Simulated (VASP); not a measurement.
# NbFe2N3 (Amm2) in VASP: single point with PBE

Aim: the single point of NbFe2N3 with PBE.

Program: VASP 6.6.1. These are calculated values, not measurements. Logs are shortened: lines on timing, memory, paths and dates and some standing lists are left out, and cuts for length are marked.

## 1. The cell of the first run

The structure is orthorhombic, space group Amm2 (No. 38). Conventional cell: a = 2.869 Å, b = 8.428 Å, c = 6.674 Å, α = 90.00°, β = 90.00°, γ = 90.00°. Within 2.9 Å of Nb (site symmetry mm2) lie 6 N at 2.15 to 2.24 Å and 4 Fe at 2.74 Å and 2 Nb at 2.87 Å. Within 2.3 Å of Fe (site symmetry m) lie 3 N at 1.72 to 1.87 Å. N (site symmetry mm2) has 2 Fe at 1.72 Å and 2 Nb at 2.24 Å within 2.3 Å. Within 2.3 Å of N (site symmetry m) lie 2 Fe at 1.74 to 1.87 Å and 2 Nb at 2.15 Å.

## 2. Single point, PBE

INCAR reads:

```
PREC = Accurate
ENCUT = 700
EDIFF = 1E-6
ISMEAR = 0
SIGMA = 0.1
LREAL = False
LASPH = True
NELM = 120
ALGO = Normal
ISIF = 2
LWAVE = False
LCHARG = False
GGA = PE
NBANDS = 39
GGA_COMPAT = False
```

KPOINTS reads:

```
regular mesh
0
Gamma
  6 4 4
```

POSCAR reads:

```
NbFe2N3
1.0
    2.8693076567      0.0000000000      0.0000000000
    0.0000000000      4.2139347317      3.3372280816
    0.0000000000     -4.2139347317      3.3372280816
Nb Fe N
1 2 3
Direct
    0.5000000000      0.2243904966      0.2243904966
    0.0000000000      0.2594936073      0.6660825375
    0.0000000000      0.6660825375      0.2594936073
    0.0000000000      0.4815193848      0.4815193848
    0.0000000000      0.3706111293      0.9968720500
    0.0000000000      0.9968720500      0.3706111293
```

Potentials or basis: VASP PAW PBE potentials, release 64 (Nb_sv, Fe_sv, N).

Started as:

```console
$ cat potpaw_PBE.64/Nb_sv/POTCAR potpaw_PBE.64/Fe_sv/POTCAR potpaw_PBE.64/N/POTCAR > POTCAR
$ mpirun -np 1 vasp_std > vasp.out
```

OUTCAR:

```text
PREC = Accurate
   ENCUT = 700
   EDIFF = 1E-6
   ISMEAR = 0
   LREAL = False
   LASPH = True
   NELM = 120
   ISIF = 2
   GGA = PE

 ion  position               nearest neighbor table
   1  0.500  0.224  0.224-   5 2.15   6 2.15   5 2.15   6 2.15   4 2.24   4 2.24   3 2.74   3 2.74
                             2 2.74   2 2.74
   2  0.000  0.259  0.666-   4 1.72   5 1.74   6 1.87   1 2.74   1 2.74
   3  0.000  0.666  0.259-   4 1.72   6 1.74   5 1.87   1 2.74   1 2.74
   4  0.000  0.482  0.482-   2 1.72   3 1.72   1 2.24   1 2.24
   5  0.000  0.371  0.997-   2 1.74   3 1.87   1 2.15   1 2.15
   6  0.000  0.997  0.371-   3 1.74   2 1.87   1 2.15   1 2.15

  LATTYP: Found a base centered orthorhombic cell.
 ALAT       =     6.6744561632
 B/A-ratio  =     1.2627050440
 C/A-ratio  =     0.4298938500

  Lattice vectors:

 A1 = (   0.0000000000,   4.2139347317,   3.3372280816)
 A2 = (   0.0000000000,  -4.2139347317,   3.3372280816)
 A3 = (   2.8693076567,   0.0000000000,   0.0000000000)

Analysis of symmetry for initial positions (statically):
=====================================================================
 Subroutine PRICEL returns:
 Original cell was already a primitive cell.

 Routine SETGRP: Setting up the symmetry group for a
 base centered orthorhombic supercell.

 Subroutine GETGRP returns: Found  4 space group operations
 (whereof  4 operations were pure point group operations)
 out of a pool of  8 trial point group operations.

The static configuration has the point symmetry C_2v.

Analysis of symmetry for dynamics (positions and initial velocities):
=====================================================================
 Subroutine PRICEL returns:
 Original cell was already a primitive cell.

 Routine SETGRP: Setting up the symmetry group for a
 base centered orthorhombic supercell.

 Subroutine GETGRP returns: Found  4 space group operations
 (whereof  4 operations were pure point group operations)
 out of a pool of  8 trial point group operations.

The dynamic configuration has the point symmetry C_2v.

 Subroutine INISYM returns: Found  4 space group operations
 (whereof  4 operations are pure point group operations),
 and found     1 'primitive' translations

----------------------------------------------------------------------------------------

                                     Primitive cell

  volume of cell :      80.7014

  direct lattice vectors                    reciprocal lattice vectors
     2.869307657  0.000000000  0.000000000     0.348516130  0.000000000  0.000000000
     0.000000000  4.213934732  3.337228082     0.000000000  0.118653950  0.149824941
     0.000000000 -4.213934732  3.337228082     0.000000000 -0.118653950  0.149824941

  length of vectors
     2.869307657  5.375345309  5.375345309     0.348516130  0.191118478  0.191118478

  position of ions in fractional coordinates (direct lattice)
     0.500000000  0.224390497  0.224390497
     0.000000000  0.259493607  0.666082538
     0.000000000  0.666082538  0.259493607
     0.000000000  0.481519385  0.481519385
     0.000000000  0.370611129  0.996872050
     0.000000000  0.996872050  0.370611129

  ion indices of the primitive-cell ions
   primitive index   ion index
                 1           1
                 2           2
                 3           3
                 4           4
                 5           5
                 6           6

----------------------------------------------------------------------------------------

 KPOINTS: regular mesh

Automatic generation of k-mesh.
 Grid dimensions read from file:
 generate k-points for:    6    4    4

 Generating k-lattice:

  Cartesian coordinates                     Fractional coordinates (reciprocal lattice)
     0.058086022  0.000000000  0.000000000     0.166666667  0.000000000  0.000000000
     0.000000000  0.029663487  0.037456235     0.000000000  0.250000000  0.000000000
     0.000000000 -0.029663487  0.037456235     0.000000000  0.000000000  0.250000000

  Length of vectors
     0.058086022  0.047779620  0.047779620

  Shift w.r.t. Gamma in fractional coordinates (k-lattice)
     0.000000000  0.000000000  0.000000000

 Subroutine IBZKPT returns following result:
 ===========================================

 Found     28 irreducible k-points:

 Following reciprocal coordinates:
            Coordinates               Weight
  0.000000  0.000000  0.000000      1.000000
  0.166667  0.000000  0.000000      2.000000
  0.333333  0.000000  0.000000      2.000000
  0.500000  0.000000  0.000000      1.000000
  0.000000  0.250000  0.000000      4.000000
  0.166667  0.250000  0.000000      8.000000
[... 16 lines left out ...]
  0.333333 -0.250000  0.250000      4.000000
  0.500000 -0.250000  0.250000      2.000000
 [... further k-points ...]
   k-points           NKPTS =     28   k-points in BZ     NKDIM =     28   number of bands    NBANDS=     39
   number of dos      NEDOS =    301   number of ions     NIONS =      6
   total plane-waves  NPLWV =  64512
   dimension x,y,z NGX =    28 NGY =   48 NGZ =   48
   dimension x,y,z NGXF=    56 NGYF=   96 NGZF=   96
   ions per type =               1   2   3
   NGX,Y,Z   is equivalent  to a cutoff of  16.22, 14.85, 14.85 a.u.
   NGXF,Y,Z  is equivalent  to a cutoff of  32.45, 29.69, 29.69 a.u.
 SYSTEM =  unknown system
   PREC   = accura    normal or accurate (medium, high low for compatibility)
   ISTART =      0    job   : 0-new  1-cont  2-samecut
   ICHARG =      2    charge: 1-file 2-atom 10-const
   ISPIN  =      1    spin polarized calculation?
   LNONCOLLINEAR =      F non collinear calculations
   LSORBIT =      F    spin-orbit coupling
   LASPH  =      T    aspherical Exc in radial PAW
   ENCUT  =  700.0 eV  51.45 Ry    7.17 a.u.   6.19 11.60 11.60*2*pi/ulx,y,z
   NELM   =    120;   NELMIN=  2; NELMDL= -5     # of ELM steps
   EDIFF  = 0.1E-05   stopping-criterion for ELM
   LREAL  =      F    real-space projection
   EDIFFG = 0.1E-04   stopping-criterion for IOM
   NSW    =      0    number of steps for IOM
   IBRION =     -1    ionic relax: 0-MD 1-quasi-New 2-CG
   NFREE  =      0    steps in history (QN), initial steepest desc. (CG)
   ISIF   =      2    stress and relaxation
   ISYM   =      2    0-nonsym 1-usesym 2-fastsym
   POTIM  = 0.5000    time-step for ionic-motion
   TEBEG  =    0.0;   TEEND  =   0.0 temperature during run
   PSTRESS=    0.0 pullay stress
   NELECT =      60.0000    total number of electrons
   NUPDOWN=      -1.0000    fix difference up-down
   EMIN   =  10.00;   EMAX   =-10.00  energy-range for DOS
   EFERMI =   0.00;   METHOD = LEGACY
   ISMEAR =     0;   SIGMA  =   0.10  broadening in eV -4-tet -1-fermi 0-gaus
   EFERMI_NEDOS =   21; number of points for ismear=-14 and -15
   IALGO  =     38    algorithm
   IMIX   =      4    mixing-type and parameters
     AMIX     =   0.40;   BMIX     =  1.00
     AMIX_MAG =   1.60;   BMIX_MAG =  1.00
  volume/ion in A,a.u.               =      13.45        90.77
  Fermi-wavevector in a.u.,A,eV,Ry     =   1.483081  2.802617 29.926427  2.199530
  Thomas-Fermi vector in A             =   2.596787
   LORBIT       =      0    0 simple, 1 ext, 2 COOP (PROOUT), +10 PAW based schemes
   GGA     = PE    functional components
   LHFCALC =     F    Hartree Fock is set to
   AEXX    =    0.0000 exact exchange contribution
   IVDW    =     0    specifies the selected vdW correction
   LEPSILON=     F    determine dielectric tensor
   LRPA    =     F    only Hartree local field effects (RPA)
 non-spin polarized calculation
 Gauss-broadening in eV      SIGMA  =   0.10
  energy-cutoff  :      700.00
  volume of cell :       80.70
 maximum number of plane-waves:      3412
 NGX is ok and might be reduce to    28
   NGX = 13   NGY = 23   NGZ = 23

 number of electron      60.0000027 magnetization

 Free energy of the ion-electron system (eV)
  ---------------------------------------------------
  ext. energy  EPLUGINS =         0.00000000
  ---------------------------------------------------
  free energy    TOTEN  =       -51.97986880 eV

  energy without entropy =      -51.95038015  energy(sigma->0) =      -51.96512447

 E-fermi :   6.5694     XC(G=0): -10.7136

 val. band max:        6.5520783867   @ k =   0.5000   0.2500   0.2500
 cond. band min:       6.5726623394   @ k =   0.3333   0.5000   0.5000
 fundamental gap:      0.0205839527
 Fermi energy:         6.5693847912

 k-point     1 :       0.0000    0.0000    0.0000
  band No.  band energies     occupation
      1     -80.7597      2.00000
      2     -80.7589      2.00000
      3     -48.8702      2.00000
      4     -47.3547      2.00000
      5     -47.3505      2.00000
      6     -46.7691      2.00000
[... 31 lines left out ...]
     38      10.3264      0.00000
     39      11.1004      0.00000

 k-point     2 :       0.1667    0.0000    0.0000
  band No.  band energies     occupation
      1     -80.7586      2.00000
      2     -80.7578      2.00000
      3     -48.8414      2.00000
      4     -47.3534      2.00000
      5     -47.3502      2.00000
      6     -46.7679      2.00000
[... 31 lines left out ...]
     38      10.1294      0.00000
     39      11.5721      0.00000

 k-point     3 :       0.3333    0.0000    0.0000
  band No.  band energies     occupation
      1     -80.7565      2.00000
      2     -80.7557      2.00000
      3     -48.7831      2.00000
      4     -47.3507      2.00000
      5     -47.3498      2.00000
      6     -46.7655      2.00000
[... 31 lines left out ...]
     38      10.4557      0.00000
     39      12.2027      0.00000

 k-point     4 :       0.5000    0.0000    0.0000
  band No.  band energies     occupation
      1     -80.7554      2.00000
      2     -80.7546      2.00000
      3     -48.7536      2.00000
      4     -47.3495      2.00000
      5     -47.3493      2.00000
      6     -46.7643      2.00000
[... 31 lines left out ...]
     38      11.2420      0.00000
     39      12.8061      0.00000
[... 754 lines left out ...]
     38      10.1671      0.00000
     39      11.4792      0.00000

 k-point    23 :       0.3333   -0.2500    0.2500
  band No.  band energies     occupation
      1     -80.7564      2.00000
      2     -80.7558      2.00000
      3     -48.7833      2.00000
      4     -47.3523      2.00000
      5     -47.3478      2.00000
      6     -46.7666      2.00000
[... 31 lines left out ...]
     38      10.3424      0.00000
     39      11.7471      0.00000

 k-point    24 :       0.5000   -0.2500    0.2500
  band No.  band energies     occupation
      1     -80.7553      2.00000
      2     -80.7547      2.00000
      3     -48.7535      2.00000
      4     -47.3522      2.00000
      5     -47.3465      2.00000
      6     -46.7654      2.00000
[... 31 lines left out ...]
     38      10.7898      0.00000
     39      12.7290      0.00000

 [... further k-points ...]
[... 5 lines left out ...]
  --------------------------------------------------------------------------------------
  -------------------------------------------------------------------------------------
  Total        0.0040767     -0.1406200      0.0742996      0.0000000      0.0000000      0.0000000
  in kB        0.0809352     -2.7917525      1.4750820      0.0000000      0.0000000      0.0000000
  external PRESSURE =      -0.4119118 kB  Pullay stress =       0.0000000 kB

 VOLUME and BASIS-vectors are now :
 -----------------------------------------------------------------------------
  energy-cutoff  :      700.00
  volume of cell :       80.70
      direct lattice vectors                 reciprocal lattice vectors
     2.869307657  0.000000000  0.000000000     0.348516130  0.000000000  0.000000000
     0.000000000  4.213934732  3.337228082     0.000000000  0.118653950  0.149824941
     0.000000000 -4.213934732  3.337228082     0.000000000 -0.118653950  0.149824941

 POSITION                                       TOTAL-FORCE (eV/Angst)
 -----------------------------------------------------------------------------------
      1.43465      0.00000      1.49768         0.000000      0.000000     -0.127402
      0.00000     -1.71334      3.08886         0.000000     -0.173024      0.027290
      0.00000      1.71334      3.08886         0.000000      0.173024      0.027290
      0.00000      0.00000      3.21388         0.000000      0.000000      0.039715
      0.00000     -2.63902      4.56360         0.000000      0.059426      0.016553
      0.00000      2.63902      4.56360         0.000000     -0.059426      0.016553
 -----------------------------------------------------------------------------------
    total drift:                               -0.000000     -0.000000      0.001496

  FREE ENERGIE OF THE ION-ELECTRON SYSTEM (eV)
  ---------------------------------------------------
  free  energy   TOTEN  =       -51.9798687974 eV

  energy  without entropy=      -51.9503801457  energy(sigma->0) =      -51.96512447
```

It took 88 s on 1 thread of Intel Xeon 6975P-C (Granite Rapids), shared host; peak memory 0.32 GiB.

Results:

```yaml
Free_energy: -51.9799 eV
Pressure: 0.0 GPa
Largest_force: 0.175 eV/Å
Band_gap_on_the_k_mesh: zero (bands 30 and 31 overlap by 0.67 eV)
```

Forces on the atoms (eV/Å):
```
Nb   0.000  0.000 -0.127
Fe   0.000 -0.173  0.027
Fe   0.000  0.173  0.027
N    0.000  0.000  0.040
N    0.000  0.059  0.017
N    0.000 -0.059  0.017
```

Caveat: the k points lie up to 0.36 Å⁻¹ apart, too coarse for converged energies and pressures of a metal; the run has no spin polarisation, though such a crystal can be magnetic. With open d or f shells a metallic result of PBE can be an artefact of self-interaction; +U or a hybrid may open a gap.

The gap in the log of VASP goes by the Fermi energy; the results here count the filled bands.